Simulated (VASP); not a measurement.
# SiC (I-4m2) in VASP: G0W0 quasiparticle levels with PBE

Aim: the G0W0 quasiparticle levels of SiC with PBE.

Program: VASP 6.6.1. These are calculated values, not measurements. Logs are shortened: lines on timing, memory, paths and dates and some standing lists are left out, and cuts for length are marked.

### Step 1. The cell of the first run

The structure is tetragonal, space group I-4m2 (No. 119). Conventional cell: a = 3.157 Å, b = 3.157 Å, c = 4.284 Å, α = 90.00°, β = 90.00°, γ = 90.00°. Within 2.5 Å of Si (site symmetry -4m2) lie 4 C at 1.91 Å. C (site symmetry -4m2) has 4 Si at 1.91 Å within 2.5 Å.

### Step 2. G0W0 quasiparticle levels, PBE

File POSCAR:

```
SiC
1.0
    0.0000000000      2.2325036536      2.1419434071
    2.2325036536      0.0000000000      2.1419434071
    2.2325036536      2.2325036536      0.0000000000
Si C
1 1
Direct
    0.0000000000      0.0000000000      0.0000000000
    0.2500000000      0.2500000000      0.2500000000
```

File INCAR.step1:

```
ALGO = Normal ; EDIFF = 1E-8
ENCUT = 500 ; GGA = PE
ISMEAR = 0 ; LASPH = T
LCHARG = F ; LREAL = F
LWAVE = T ; NELM = 100
PREC = Accurate ; SIGMA = 0.01
```

File INCAR.step2:

```
ALGO = Exact ; EDIFF = 1E-8
ENCUT = 500 ; GGA = PE
ISMEAR = 0 ; ISTART = 1
LASPH = T ; LCHARG = F
LOPTICS = T ; LREAL = F
LWAVE = T ; NBANDS = 93
NELM = 1 ; PREC = Accurate
SIGMA = 0.01
```

File INCAR.step3:

```
ALGO = EVGW0 ; EDIFF = 1E-8
ENCUT = 500 ; ENCUTGW = 150.0
GGA = PE ; ISMEAR = 0
ISTART = 1 ; LASPH = T
LCHARG = F ; LREAL = F
LWAVE = F ; NBANDS = 93
NBANDSGW = 12 ; NELMGW = 1
NOMEGA = 96 ; OMEGAMAX = 20
PREC = Accurate ; PRECFOCK = Fast
SIGMA = 0.01
```

File KPOINTS:

```
k-points
0
Gamma
  6 6 6
```

Potentials or basis: VASP PAW PBE potentials, release 64 (Si_GW, C_GW).

Run with:

```bash
$ cat potpaw_PBE.64/Si_GW/POTCAR potpaw_PBE.64/C_GW/POTCAR > POTCAR
$ cp INCAR.step1 INCAR
$ mpirun -np 1 vasp_std > vasp.out
$ cp INCAR.step2 INCAR
$ mpirun -np 1 vasp_std > vasp.out
$ cp INCAR.step3 INCAR
$ mpirun -np 1 vasp_std > vasp.out
```

OUTCAR:

```text
EDIFF = 1E-8
   ENCUT = 500
   ENCUTGW = 150.0
   GGA = PE
   ISMEAR = 0
   ISTART = 1
   LASPH = T
   LREAL = F
   NELMGW = 1
   PREC = Accurate
   PRECFOCK = Fast

 ion  position               nearest neighbor table
   1  0.000  0.000  0.000-   2 1.91   2 1.91   2 1.91   2 1.91
   2  0.250  0.250  0.250-   1 1.91   1 1.91   1 1.91   1 1.91

  LATTYP: Found a body centered tetragonal cell.
 ALAT       =     3.1572369450
 C/A-ratio  =     1.3568467900

  Lattice vectors:

 A1 = (   0.0000000000,  -2.2325036536,  -2.1419434071)
 A2 = (   0.0000000000,   2.2325036536,  -2.1419434071)
 A3 = (   2.2325036536,   0.0000000000,   2.1419434071)

Analysis of symmetry for initial positions (statically):
=====================================================================
 Subroutine PRICEL returns:
 Original cell was already a primitive cell.

 Routine SETGRP: Setting up the symmetry group for a
 body centered tetragonal supercell.

 Subroutine GETGRP returns: Found  8 space group operations
 (whereof  8 operations were pure point group operations)
 out of a pool of 16 trial point group operations.

The static configuration has the point symmetry D_2d.

Analysis of symmetry for dynamics (positions and initial velocities):
=====================================================================
 Subroutine PRICEL returns:
 Original cell was already a primitive cell.

 Routine SETGRP: Setting up the symmetry group for a
 body centered tetragonal supercell.

 Subroutine GETGRP returns: Found  8 space group operations
 (whereof  8 operations were pure point group operations)
 out of a pool of 16 trial point group operations.

The dynamic configuration has the point symmetry D_2d.

 Subroutine INISYM returns: Found  8 space group operations
 (whereof  8 operations are pure point group operations),
 and found     1 'primitive' translations

----------------------------------------------------------------------------------------

                                     Primitive cell

  volume of cell :      21.3512

  direct lattice vectors                    reciprocal lattice vectors
     0.000000000  2.232503654  2.141943407    -0.223963799  0.223963799  0.233432871
     2.232503654  0.000000000  2.141943407     0.223963799 -0.223963799  0.233432871
     2.232503654  2.232503654  0.000000000     0.223963799  0.223963799 -0.233432871

  length of vectors
     3.093863947  3.093863947  3.157236945     0.393459620  0.393459620  0.393459620

  position of ions in fractional coordinates (direct lattice)
     0.000000000  0.000000000  0.000000000
     0.250000000  0.250000000  0.250000000

  ion indices of the primitive-cell ions
   primitive index   ion index
                 1           1
                 2           2

----------------------------------------------------------------------------------------

 KPOINTS: k-points

Automatic generation of k-mesh.
 Grid dimensions read from file:
 generate k-points for:    6    6    6

 Generating k-lattice:

  Cartesian coordinates                     Fractional coordinates (reciprocal lattice)
    -0.037327300  0.037327300  0.038905479     0.166666667  0.000000000  0.000000000
     0.037327300 -0.037327300  0.038905479     0.000000000  0.166666667  0.000000000
     0.037327300  0.037327300 -0.038905479     0.000000000  0.000000000  0.166666667

  Length of vectors
     0.065576603  0.065576603  0.065576603

  Shift w.r.t. Gamma in fractional coordinates (k-lattice)
     0.000000000  0.000000000  0.000000000

 Subroutine IBZKPT returns following result:
 ===========================================

 Found     30 irreducible k-points:

 Following reciprocal coordinates:
            Coordinates               Weight
  0.000000  0.000000  0.000000      1.000000
  0.166667  0.000000  0.000000      8.000000
  0.333333  0.000000  0.000000      8.000000
  0.500000  0.000000  0.000000      4.000000
  0.166667  0.166667  0.000000      2.000000
  0.333333  0.166667  0.000000      8.000000
[... 16 lines left out ...]
  0.333333  0.000000  0.333333      4.000000
  0.500000  0.000000  0.333333     16.000000
 [... further k-points ...]
   k-points           NKPTS =     30   k-points in BZ     NKDIM =    216   number of bands    NBANDS=     93
   number of dos      NEDOS =    301   number of ions     NIONS =      2
   total plane-waves  NPLWV =  13824
   dimension x,y,z NGX =    24 NGY =   24 NGZ =   24
   dimension x,y,z NGXF=    48 NGYF=   48 NGZF=   48
   ions per type =               1   1
   NGX,Y,Z   is equivalent  to a cutoff of  12.90, 12.90, 12.64 a.u.
   NGXF,Y,Z  is equivalent  to a cutoff of  25.79, 25.79, 25.27 a.u.
 SYSTEM =  unknown system
   PREC   = accura    normal or accurate (medium, high low for compatibility)
   ISTART =      1    job   : 0-new  1-cont  2-samecut
   ICHARG =      0    charge: 1-file 2-atom 10-const
   ISPIN  =      1    spin polarized calculation?
   LNONCOLLINEAR =      F non collinear calculations
   LSORBIT =      F    spin-orbit coupling
   LASPH  =      T    aspherical Exc in radial PAW
   ENCUT  =  500.0 eV  36.75 Ry    6.06 a.u.   5.64  5.64  5.76*2*pi/ulx,y,z
   NELM   =     60;   NELMIN=  2; NELMDL=  0     # of ELM steps
   EDIFF  = 0.1E-07   stopping-criterion for ELM
   LREAL  =      F    real-space projection
   EDIFFG = 0.1E-06   stopping-criterion for IOM
   NSW    =      0    number of steps for IOM
   IBRION =     -1    ionic relax: 0-MD 1-quasi-New 2-CG
   NFREE  =      0    steps in history (QN), initial steepest desc. (CG)
   ISIF   =      0    stress and relaxation
   ISYM   =      3    0-nonsym 1-usesym 2-fastsym
   POTIM  = 0.5000    time-step for ionic-motion
   TEBEG  =    0.0;   TEEND  =   0.0 temperature during run
   PSTRESS=    0.0 pullay stress
   NELECT =       8.0000    total number of electrons
   NUPDOWN=      -1.0000    fix difference up-down
   EMIN   =  10.00;   EMAX   =-10.00  energy-range for DOS
   EFERMI =   0.00;   METHOD = LEGACY
   ISMEAR =     0;   SIGMA  =   0.01  broadening in eV -4-tet -1-fermi 0-gaus
   EFERMI_NEDOS =   21; number of points for ismear=-14 and -15
   IALGO  =     38    algorithm
   IMIX   =      4    mixing-type and parameters
     AMIX     =   0.40;   BMIX     =  1.00
     AMIX_MAG =   1.60;   BMIX_MAG =  1.00
  volume/ion in A,a.u.               =      10.68        72.04
  Fermi-wavevector in a.u.,A,eV,Ry     =   1.180223  2.230298 18.951911  1.392926
  Thomas-Fermi vector in A             =   2.316519
   LORBIT       =      0    0 simple, 1 ext, 2 COOP (PROOUT), +10 PAW based schemes
   GGA     = PE    functional components
   LHFCALC =     T    Hartree Fock is set to
   PRECFOCK=fast      Normal, Fast or Accurate (Low or Medium for compatibility)
   ENCUT4O =  -1.0   cutoff for four orbital integrals eV
   NKREDX  =     1    reduce k-point grid by
   NKREDY  =     1    reduce k-point grid by
   NKREDZ  =     1    reduce k-point grid by
   AEXX    =    1.0000 exact exchange contribution
   HFSCREEN=    0.0000 screening length (either q_TF or 0.3 A-1)
   HFSCREENC=   0.0000 screening length for correlation (either q_TF or 0.3 A-1)
   ENCUTFOCK=  -1.0 apply spherical cutoff to Coloumb kernel
   IVDW    =     0    specifies the selected vdW correction
   LEPSILON=     F    determine dielectric tensor
   LRPA    =     F    only Hartree local field effects (RPA)
   LRPAFORCE           =     F    calculate RPA forces
   ENCUTGW             = 150.0    cutoff for response function in eV
   ENCUTGWSOFT         = 120.0    soft cutoff for Coulomb kernel in GW response function in eV
   ENCUTLF             =  -1.0    cutoff for local field effects
   NELMGW              =     1    number of iterations in solving QP/BSE equation
   NELMHF              =     1    number of iterations in the inner HF iteration
   NKREDLFX            =     1    NKREDLFY  =   1   NKREDLFZ  =   1
 non-spin polarized calculation
 Gauss-broadening in eV      SIGMA  =   0.01
  energy-cutoff  :      500.00
  volume of cell :       21.35
 maximum number of plane-waves:       556
 NGX is ok and might be reduce to    24
  NGX = 14; NGY = 14; NGZ = 14
   NGX = 11   NGY = 11   NGZ = 11
 maximum number of plane-waves:        94
 NGX is ok and might be reduce to    14

 QP shifts <psi_nk| G(iteration)W_0 |psi_nk>: iteration 1
 for sc-GW calculations column KS-energies equals QP-energies in previous step
 and V_xc(KS)=  KS-energies - (<T + V_ion + V_H > + <T+V_H+V_ion>^1  + <V_x>^1)

 k-point   1 :       0.0000    0.0000    0.0000
  band No.  KS-energies  QP-energies   sigma(KS)   V_xc(KS)     V^pw_x(r,r')   Z            occupation Imag(sigma)

      1      -7.7253      -8.7117     -14.0580     -12.6585     -21.5319       0.7048       2.0000       1.2650
      2       7.3571       6.7768     -15.4520     -14.7131     -17.2878       0.7854       2.0000       0.0287
      3       7.3571       6.7768     -15.4520     -14.7131     -17.2878       0.7854       2.0000       0.0287
      4       7.6180       7.0505     -15.4201     -14.6967     -17.2386       0.7844       2.0000       0.0282
      5      13.2904      13.7933     -12.5034     -13.1498      -7.4550       0.7779       0.0000      -0.0682
      6      14.4491      14.9838     -10.7562     -11.4332      -5.6988       0.7898       0.0000      -0.0688
      7      14.5702      15.1060     -10.7822     -11.4589      -5.7099       0.7916       0.0000      -0.0686
      8      14.5702      15.1060     -10.7822     -11.4589      -5.7099       0.7916       0.0000      -0.0686
      9      21.1417      21.7270     -10.5487     -11.2982      -4.5466       0.7809       0.0000      -0.2128
     10      22.2645      22.8405     -10.5117     -11.2492      -4.2980       0.7810       0.0000      -0.2772
     11      23.4202      23.6265      -9.4569      -9.7250      -2.9205       0.7697       0.0000      -0.3781
     12      23.9458      24.2011      -9.7482     -10.0775      -2.9293       0.7753       0.0000      -0.5768

 k-point   2 :       0.1667    0.0000    0.0000
  band No.  KS-energies  QP-energies   sigma(KS)   V_xc(KS)     V^pw_x(r,r')   Z            occupation Imag(sigma)
[... 353 lines left out ...]
      1      -3.5931      -4.4822     -14.9340     -13.7124     -21.2732       0.7278       2.0000       0.7070
      2       0.5468      -0.3139     -14.1528     -12.9761     -18.3161       0.7314       2.0000       0.1999
      3       3.2297       2.3899     -13.7399     -12.6340     -16.5966       0.7594       2.0000       0.0652
      4       4.8590       4.0783     -14.5777     -13.5631     -17.1045       0.7695       2.0000       0.0428
      5      10.2975      10.5755     -10.4403     -10.7845      -6.2341       0.8076       0.0000      -0.0499
      6      13.7438      14.2309     -10.9176     -11.5266      -6.1323       0.7999       0.0000      -0.0610
      7      18.7118      19.3248     -11.7110     -12.5286      -5.2206       0.7497       0.0000      -0.2084
      8      19.7924      20.4427     -11.9227     -12.7886      -5.2342       0.7510       0.0000      -0.2532
      9      21.1726      21.8248     -12.2341     -13.1197      -5.0144       0.7365       0.0000      -0.3526
     10      25.2284      25.7200     -10.7578     -11.4001      -3.5158       0.7654       0.0000      -0.5973
     11      28.0875      28.7267     -11.7587     -12.6110      -4.1100       0.7500       0.0000      -0.8249
     12      29.5356      30.1816     -11.5526     -12.4078      -3.9972       0.7553       0.0000      -0.9119

 [... further k-points ...]
```

Run time: 6.4 min. Hardware: 1 thread of AMD EPYC 9R45 (Zen 5), shared host; peak memory 0.43 GiB.

What came out:

| Property | Result |
| --- | --- |
| Quasiparticle gap | 1.74 eV |
| Least direct quasiparticle gap | 5.46 eV |
| Band gap of the starting levels on the mesh | 0.97 eV |
| Least direct gap of the starting levels on the mesh | 4.46 eV |

Caveat: the k points lie up to 0.41 Å⁻¹ apart; bands, screening cutoff and mesh are small and nothing is extrapolated, so the quasiparticle values aren't converged.
